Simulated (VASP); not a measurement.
Input of a VASP 6.6.1 run:

The input INCAR:

```
PREC = Accurate
ENCUT = 600
EDIFF = 1E-6
ISMEAR = 0
SIGMA = 0.1
LREAL = F
LASPH = T
NELM = 200
ALGO = Normal
ISIF = 2
LWAVE = F
LCHARG = F
GGA = PE
NBANDS = 24
GGA_COMPAT = F
LMAXMIX = 6
```

KPOINTS

```
regular mesh
0
Gamma
  6 6 2
```

POSCAR

```
HoZnO2
1.0
    4.1325495151      0.0000000000      0.0000000000
   -2.0662747575      3.5788928625      0.0000000000
    0.0000000000      0.0000000000      7.5584244925
Ho Zn O
1 1 2
Direct
    0.0000000000      0.0000000000      0.5000000000
    0.0000000000      0.0000000000      0.0000000000
    0.0000000000      0.0000000000      0.2310574850
    0.0000000000      0.0000000000      0.7689425150
```

Potentials or basis: VASP PAW PBE potentials, release 64 (Ho_3, Zn, O), 4f in core.

Run with:

```console
$ cat potpaw_PBE.64/Ho_3/POTCAR potpaw_PBE.64/Zn/POTCAR potpaw_PBE.64/O/POTCAR > POTCAR
$ mpirun -np 1 vasp_std > vasp.out
```

Question: Estimate the pressure.

Answer: 0.7 GPa.

Question: Estimate the largest force.

Answer: 0.005 eV/Å.

Stress tensor (GPa, compression positive):
```
0.00 0.00 0.00
0.00 0.00 0.00
0.00 0.00 2.21
```

Caveat: the k points lie up to 0.42 Å⁻¹ apart, too coarse for converged energies and pressures of a metal; spin-orbit coupling is left out, which moves the levels of the heavy elements; the 4f electrons are frozen in the core, so they carry no moment and show no levels; an odd number of electrons without spin polarisation forces a metal; a magnetic or distorted state may lie lower; the run has no spin polarisation, though such a crystal can be magnetic. Spin polarisation is off, so any magnetic state and its effect on volume and gap are missing.
